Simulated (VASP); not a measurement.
A run of VASP 6.6.1 is set up as follows.

Contents of POSCAR:

```
BePd
1.0
    2.8130000000      0.0000000000      0.0000000000
    0.0000000000      2.8130000000      0.0000000000
    0.0000000000      0.0000000000      2.8130000000
Be Pd
1 1
Direct
    0.0000000000      0.0000000000      0.0000000000
    0.4644507643      0.5000000000      0.5000000000
```

Contents of INCAR.step1:

```
SYSTEM = BePd
PREC = Accurate
ENCUT = 520
ISMEAR = 0
SIGMA = 0.15
LREAL = .False.
LASPH = .True.
NELM = 80
NBANDS = 13
GGA = PE
ALGO = Normal
EDIFF = 1E-4
LWAVE = .True.
LCHARG = .False.
```

The input INCAR.step2:

```
SYSTEM = BePd
PREC = Accurate
ENCUT = 520
EDIFF = 1E-6
ISMEAR = 0
SIGMA = 0.15
LREAL = .False.
LASPH = .True.
NELM = 80
ALGO = Normal
ISIF = 2
LWAVE = .False.
LCHARG = .False.
METAGGA = R2SCAN
LMIXTAU = .True.
NBANDS = 13
ISTART = 1
```

The input KPOINTS:

```
regular mesh
0
Gamma
  16 16 16
  0 0 0
```

Potentials or basis: VASP PAW PBE potentials, release 64 (Be, Pd).

Command:

```sh
$ cat potpaw_PBE.64/Be/POTCAR potpaw_PBE.64/Pd/POTCAR > POTCAR
$ cp INCAR.step1 INCAR
$ mpirun -np 1 vasp_std > vasp.out
$ cp INCAR.step2 INCAR
$ mpirun -np 1 vasp_std > vasp.out
```

Question: Predict the pressure.

Answer: 1.0 GPa.

Question: What does it give for the largest force?

Answer: 0.438 eV/Å.

Stress tensor (GPa, compression positive):
```
0.55 0.00 0.00
0.00 1.20 0.00
0.00 0.00 1.20
```

Caveat: the cell differs from its parent crystal (all Pd atoms moved -0.100 Å, as atom 2 along Cartesian [1 0 0]); the PAW data sets were made with another functional, which shifts forces and pressure a little.
